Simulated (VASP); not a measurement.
# HC5 in VASP: single point with PBEsol

Aim: the single point of HC5 with PBEsol.

All numbers are computed with VASP 6.6.1; they aren't measurements. Logs are shortened: lines on timing, memory, paths and dates and some standing lists are left out, and cuts for length are marked.

## (1) The cell of the first run

The cell holds a slab with vacuum, 24 atoms: a = 2.513 Å, b = 2.513 Å, c = 32.381 Å, α = 90.00°, β = 90.00°, γ = 90.00°.

## (2) Single point, PBEsol

Contents of INCAR:

```
PREC     = Accurate       # precision mode
ENCUT    = 520            # plane-wave cutoff, eV
EDIFF    = 1E-6           # SCF threshold, eV
ISMEAR   = -1             # smearing method
SIGMA    = 0.05           # smearing width, eV
LREAL    = Auto         
LASPH    = True           # aspherical terms in the spheres
NELM     = 60             # most SCF steps
ALGO     = Normal         # electronic algorithm
ISIF     = 2              # what is computed and relaxed
LWAVE    = False          # write WAVECAR
LCHARG   = False          # write CHGCAR
GGA      = PS             # functional
NBANDS   = 60             # bands
```

Contents of KPOINTS:

```
Automatic mesh
0
Gamma
  6 6 1
```

Contents of POSCAR:

```
HC5
1.0
    1.7769010000      1.7769010000      0.0000000000
   -1.7769010000      1.7769010000      0.0000000000
    0.0000000000      0.0000000000     32.3805640000
C H
20 4
Direct
    0.9980880000      0.0230670000      0.2408380000
    0.9980870000      0.9668710000      0.3491860000
    0.9980960000      0.9667180000      0.4589120000
    0.9981140000      0.9666860000      0.5686460000
    0.9981220000      0.9666450000      0.6783940000
    0.4980730000      0.9629490000      0.2666590000
    0.4980940000      0.9667070000      0.3766090000
    0.4981000000      0.9667070000      0.4863450000
    0.4981170000      0.9666730000      0.5960790000
    0.4981210000      0.9643880000      0.7057530000
    0.9980820000      0.4666890000      0.3217300000
    0.9981000000      0.4667130000      0.4314770000
    0.9981050000      0.4666960000      0.5412110000
    0.9981350000      0.4668250000      0.6509370000
    0.9981100000      0.5230280000      0.7592870000
    0.4980860000      0.4644360000      0.2943690000
    0.4981020000      0.4667110000      0.4040450000
    0.4981000000      0.4667050000      0.5137780000
    0.4981280000      0.4666650000      0.6235150000
    0.4980970000      0.4628920000      0.7334630000
    0.9982230000      0.8774770000      0.2083650000
    0.9978240000      0.4242030000      0.2322760000
    0.9981920000      0.3773350000      0.7917500000
    0.9979700000      0.9242900000      0.7678410000
```

Potentials or basis: VASP PAW PBE potentials, release 64 (C, H).

The run is started by

```sh
$ cat potpaw_PBE.64/C/POTCAR potpaw_PBE.64/H/POTCAR > POTCAR
$ mpirun -np 1 vasp_std > vasp.out
```

OUTCAR:

```text
PREC = Accurate
   ENCUT = 520
   EDIFF = 1E-6
   ISMEAR = -1
   LREAL = Auto
   LASPH = True
   NELM = 60
   ISIF = 2
   GGA = PS

 ion  position               nearest neighbor table
   1  0.998  0.023  0.241-  22 1.05  21 1.11   6 1.52   6 1.52
   2  0.998  0.967  0.349-   7 1.54   7 1.54  11 1.54  11 1.54
   3  0.998  0.967  0.459-   8 1.54   8 1.54  12 1.54  12 1.54
   4  0.998  0.967  0.569-   9 1.54   9 1.54  13 1.54  13 1.54
   5  0.998  0.967  0.678-  10 1.54  10 1.54  14 1.54  14 1.54
   6  0.498  0.963  0.267-   1 1.52   1 1.52  16 1.54  16 1.55
[... 12 lines left out ...]
  19  0.498  0.467  0.624-  14 1.54  14 1.54   9 1.54   9 1.54
  20  0.498  0.463  0.733-  15 1.52  15 1.52  10 1.54  10 1.55
  21  0.998  0.877  0.208-   1 1.11
  22  0.998  0.424  0.232-   1 1.05
  23  0.998  0.377  0.792-  15 1.11
  24  0.998  0.924  0.768-  15 1.05

  LATTYP: Found a simple tetragonal cell.
 ALAT       =     2.5129174932
 C/A-ratio  =    12.8856455048

  Lattice vectors:

 A1 = (   1.7769010000,   1.7769010000,   0.0000000000)
 A2 = (  -1.7769010000,   1.7769010000,   0.0000000000)
 A3 = (   0.0000000000,   0.0000000000,  32.3805640000)

Analysis of symmetry for initial positions (statically):
=====================================================================
 Subroutine PRICEL returns:
 Original cell was already a primitive cell.

 Routine SETGRP: Setting up the symmetry group for a
 simple tetragonal supercell.

 Subroutine GETGRP returns: Found  1 space group operations
 (whereof  1 operations were pure point group operations)
 out of a pool of 16 trial point group operations.

The static configuration has the point symmetry C_1 .

Analysis of symmetry for dynamics (positions and initial velocities):
=====================================================================
 Subroutine PRICEL returns:
 Original cell was already a primitive cell.

 Routine SETGRP: Setting up the symmetry group for a
 simple tetragonal supercell.

 Subroutine GETGRP returns: Found  1 space group operations
 (whereof  1 operations were pure point group operations)
 out of a pool of 16 trial point group operations.

The dynamic configuration has the point symmetry C_1 .

 Subroutine INISYM returns: Found  1 space group operations
 (whereof  1 operations are pure point group operations),
 and found     1 'primitive' translations

----------------------------------------------------------------------------------------

                                     Primitive cell

  volume of cell :     204.4753

  direct lattice vectors                    reciprocal lattice vectors
     1.776901000  1.776901000  0.000000000     0.281388777  0.281388777  0.000000000
    -1.776901000  1.776901000  0.000000000    -0.281388777  0.281388777  0.000000000
     0.000000000  0.000000000 32.380564000     0.000000000  0.000000000  0.030882723

  length of vectors
     2.512917493  2.512917493 32.380564000     0.397943825  0.397943825  0.030882723

  position of ions in fractional coordinates (direct lattice)
     0.998088000  0.023067000  0.240838000
     0.998087000  0.966871000  0.349186000
     0.998096000  0.966718000  0.458912000
     0.998114000  0.966686000  0.568646000
     0.998122000  0.966645000  0.678394000
     0.498073000  0.962949000  0.266659000
[... 16 lines left out ...]
     0.998192000  0.377335000  0.791750000
     0.997970000  0.924290000  0.767841000

  ion indices of the primitive-cell ions
   primitive index   ion index
                 1           1
                 2           2
                 3           3
                 4           4
                 5           5
                 6           6
[... 16 lines left out ...]
                23          23
                24          24

----------------------------------------------------------------------------------------

 KPOINTS: Automatic mesh

Automatic generation of k-mesh.
 Grid dimensions read from file:
 generate k-points for:    6    6    1

 Generating k-lattice:

  Cartesian coordinates                     Fractional coordinates (reciprocal lattice)
     0.046898130  0.046898130  0.000000000     0.166666667  0.000000000  0.000000000
    -0.046898130  0.046898130  0.000000000     0.000000000  0.166666667  0.000000000
     0.000000000  0.000000000  0.030882723     0.000000000  0.000000000  1.000000000

  Length of vectors
     0.066323971  0.066323971  0.030882723

  Shift w.r.t. Gamma in fractional coordinates (k-lattice)
     0.000000000  0.000000000  0.000000000

 Subroutine IBZKPT returns following result:
 ===========================================

 Found     20 irreducible k-points:

 Following reciprocal coordinates:
            Coordinates               Weight
  0.000000  0.000000  0.000000      1.000000
  0.166667  0.000000  0.000000      2.000000
  0.000000  0.166667  0.000000      2.000000
  0.333333  0.000000  0.000000      2.000000
  0.000000  0.333333  0.000000      2.000000
  0.500000  0.000000  0.000000      1.000000
[... 12 lines left out ...]
 -0.333333  0.500000  0.000000      2.000000
  0.500000  0.500000  0.000000      1.000000
   k-points           NKPTS =     20   k-points in BZ     NKDIM =     20   number of bands    NBANDS=     60
   number of dos      NEDOS =    301   number of ions     NIONS =     24
   total plane-waves  NPLWV = 100000
   dimension x,y,z NGX =    20 NGY =   20 NGZ =  250
   dimension x,y,z NGXF=    40 NGYF=   40 NGZF=  500
   ions per type =              20   4
   NGX,Y,Z   is equivalent  to a cutoff of  13.23, 13.23, 12.84 a.u.
   NGXF,Y,Z  is equivalent  to a cutoff of  26.46, 26.46, 25.67 a.u.
 SYSTEM =  unknown system
   PREC   = accura    normal or accurate (medium, high low for compatibility)
   ISTART =      0    job   : 0-new  1-cont  2-samecut
   ICHARG =      2    charge: 1-file 2-atom 10-const
   ISPIN  =      1    spin polarized calculation?
   LNONCOLLINEAR =      F non collinear calculations
   LSORBIT =      F    spin-orbit coupling
   LASPH  =      T    aspherical Exc in radial PAW
   ENCUT  =  520.0 eV  38.22 Ry    6.18 a.u.   4.67  4.67 60.21*2*pi/ulx,y,z
   NELM   =     60;   NELMIN=  2; NELMDL= -5     # of ELM steps
   EDIFF  = 0.1E-05   stopping-criterion for ELM
   LREAL  =      T    real-space projection
   EDIFFG = 0.1E-04   stopping-criterion for IOM
   NSW    =      0    number of steps for IOM
   IBRION =     -1    ionic relax: 0-MD 1-quasi-New 2-CG
   NFREE  =      0    steps in history (QN), initial steepest desc. (CG)
   ISIF   =      2    stress and relaxation
   ISYM   =      2    0-nonsym 1-usesym 2-fastsym
   POTIM  = 0.5000    time-step for ionic-motion
   TEBEG  =    0.0;   TEEND  =   0.0 temperature during run
   PSTRESS=    0.0 pullay stress
   NELECT =      84.0000    total number of electrons
   NUPDOWN=      -1.0000    fix difference up-down
   EMIN   =  10.00;   EMAX   =-10.00  energy-range for DOS
   EFERMI =   0.00;   METHOD = LEGACY
   ISMEAR =    -1;   SIGMA  =   0.05  broadening in eV -4-tet -1-fermi 0-gaus
   EFERMI_NEDOS =   21; number of points for ismear=-14 and -15
   IALGO  =     38    algorithm
   IMIX   =      4    mixing-type and parameters
     AMIX     =   0.40;   BMIX     =  1.00
     AMIX_MAG =   1.60;   BMIX_MAG =  1.00
  volume/ion in A,a.u.               =       8.52        57.49
  Fermi-wavevector in a.u.,A,eV,Ry     =   1.216992  2.299781 20.151166  1.481069
  Thomas-Fermi vector in A             =   2.352327
   LORBIT       =      0    0 simple, 1 ext, 2 COOP (PROOUT), +10 PAW based schemes
   GGA     = PS    functional components
   LHFCALC =     F    Hartree Fock is set to
   AEXX    =    0.0000 exact exchange contribution
   IVDW    =     0    specifies the selected vdW correction
   LEPSILON=     F    determine dielectric tensor
   LRPA    =     F    only Hartree local field effects (RPA)
 non-spin polarized calculation
  energy-cutoff  :      520.00
  volume of cell :      204.48
 maximum number of plane-waves:      5597
   NGX =  9   NGY =  9   NGZ =121

 number of electron      84.0000008 magnetization

 Free energy of the ion-electron system (eV)
  ---------------------------------------------------
  ext. energy  EPLUGINS =         0.00000000
  ---------------------------------------------------
  free energy    TOTEN  =      -203.31899101 eV

  energy without entropy =     -203.31899101  energy(sigma->0) =     -203.31899101

 E-fermi :   5.4894     XC(G=0):  -8.4378

 val. band max:        4.4169293258   @ k =   0.0000   0.0000   0.0000
 cond. band min:       6.5423378277   @ k =   0.0000   0.0000   0.0000
 fundamental gap:      2.1254085019
 Fermi energy:         5.4893806959

 k-point     1 :       0.0000    0.0000    0.0000
  band No.  band energies     occupation
      1     -17.2803      2.00000
      2     -17.0542      2.00000
      3     -16.6769      2.00000
      4     -16.1448      2.00000
      5     -15.4556      2.00000
      6     -14.6114      2.00000
[... 46 lines left out ...]
     53       9.1981      0.00000
     54       9.3282      0.00000

 k-point     2 :       0.1667    0.0000    0.0000
  band No.  band energies     occupation
      1     -16.7633      2.00000
      2     -16.5385      2.00000
      3     -16.1633      2.00000
      4     -15.6347      2.00000
      5     -14.9511      2.00000
      6     -14.1153      2.00000
[... 46 lines left out ...]
     53      10.6387      0.00000
     54      10.7436      0.00000

 k-point     3 :       0.0000    0.1667    0.0000
  band No.  band energies     occupation
      1     -16.7633      2.00000
      2     -16.5382      2.00000
      3     -16.1628      2.00000
      4     -15.6337      2.00000
      5     -14.9496      2.00000
      6     -14.1131      2.00000
[... 46 lines left out ...]
     53      10.5626      0.00000
     54      10.6675      0.00000
[... 856 lines left out ...]
 k-point    19 :      -0.3333    0.5000    0.0000
  band No.  band energies     occupation
      1     -10.8234      2.00000
      2     -10.8234      2.00000
      3     -10.6508      2.00000
      4     -10.6507      2.00000
      5     -10.3618      2.00000
      6     -10.3616      2.00000
[... 46 lines left out ...]
     53      11.8185      0.00000
     54      11.8187      0.00000

 k-point    20 :       0.5000    0.5000    0.0000
  band No.  band energies     occupation
      1      -8.5029      2.00000
      2      -8.5028      2.00000
      3      -8.4914      2.00000
      4      -8.4913      2.00000
      5      -8.3752      2.00000
      6      -8.3751      2.00000
[... 46 lines left out ...]
     53      11.0175      0.00000
     54      11.0178      0.00000
 [bands above 54 left out]

------------------------ aborting loop because EDIFF is reached ----------------------------------------

  FORCE on cell =-STRESS in cart. coord.  units (eV):
  Direction    XX          YY          ZZ          XY          YZ          ZX
  --------------------------------------------------------------------------------------
  -------------------------------------------------------------------------------------
  Total       12.5133884     12.5307038      0.7654085     -9.4310903     -0.0007503      0.0013199
  in kB       98.0493316     98.1850078      5.9973994    -73.8978184     -0.0058788      0.0103423
  external PRESSURE =      67.4105796 kB  Pullay stress =       0.0000000 kB

 VOLUME and BASIS-vectors are now :
 -----------------------------------------------------------------------------
  energy-cutoff  :      520.00
  volume of cell :      204.48
      direct lattice vectors                 reciprocal lattice vectors
     1.776901000  1.776901000  0.000000000     0.281388777  0.281388777  0.000000000
    -1.776901000  1.776901000  0.000000000    -0.281388777  0.281388777  0.000000000
     0.000000000  0.000000000 32.380564000     0.000000000  0.000000000  0.030882723

 POSITION                                       TOTAL-FORCE (eV/Angst)
 -----------------------------------------------------------------------------------
      1.73252      1.81449      7.79847        -0.001582     -0.002955     -0.025167
      0.05547      3.49154     11.30684         0.001847      0.001304      0.000762
      0.05576      3.49128     14.85983         0.002376     -0.000586     -0.004327
      0.05584      3.49126     18.41308         0.005381     -0.000166      0.001140
      0.05593      3.49120     21.96678        -0.008025      0.007256      0.003408
     -0.82604      2.59609      8.63457         0.022122     -0.027057      0.007105
[... 16 lines left out ...]
      1.10320      2.44418     25.63731        -0.000440     -0.001131      0.019874
      0.13092      3.41567     24.86312        -0.018069      0.018493      0.028309
 -----------------------------------------------------------------------------------
    total drift:                                0.012919      0.012486     -0.016780

  FREE ENERGIE OF THE ION-ELECTRON SYSTEM (eV)
  ---------------------------------------------------
  free  energy   TOTEN  =      -203.3189910101 eV

  energy  without entropy=     -203.3189910100  energy(sigma->0) =     -203.31899101
```

Run time: 9.7 min. Hardware: 1 thread of Intel Xeon Platinum 8259CL at 2.50GHz (Skylake/Cascade Lake), shared host; peak memory 0.37 GiB.

Results:

```
Free energy            : -203.3190 eV
Largest force          : 0.047 eV/Å
Band gap on the k mesh : 2.13 eV
```

Forces in eV/Å, atoms in the order of the input:
```
C   -0.002 -0.003 -0.025
C    0.002  0.001  0.001
C    0.002 -0.001 -0.004
C    0.005  0.000  0.001
C   -0.008  0.007  0.003
C    0.022 -0.027  0.007
C    0.002  0.003  0.004
C   -0.003  0.003 -0.004
C   -0.002  0.000 -0.003
C    0.005 -0.007 -0.007
C   -0.005  0.006 -0.007
C    0.003  0.001  0.004
C   -0.001  0.004 -0.002
C    0.004 -0.004 -0.004
C   -0.006  0.006  0.019
C    0.006 -0.009  0.009
C    0.000  0.000  0.001
C   -0.004  0.000  0.005
C    0.001  0.001 -0.002
C    0.023 -0.023 -0.002
H    0.001 -0.003 -0.013
H   -0.026  0.028 -0.028
H    0.000 -0.001  0.020
H   -0.018  0.018  0.028
```

Caveat: there is no dipole correction, which matters where the two faces differ; the PAW data sets were made with another functional, which shifts forces and pressure a little.
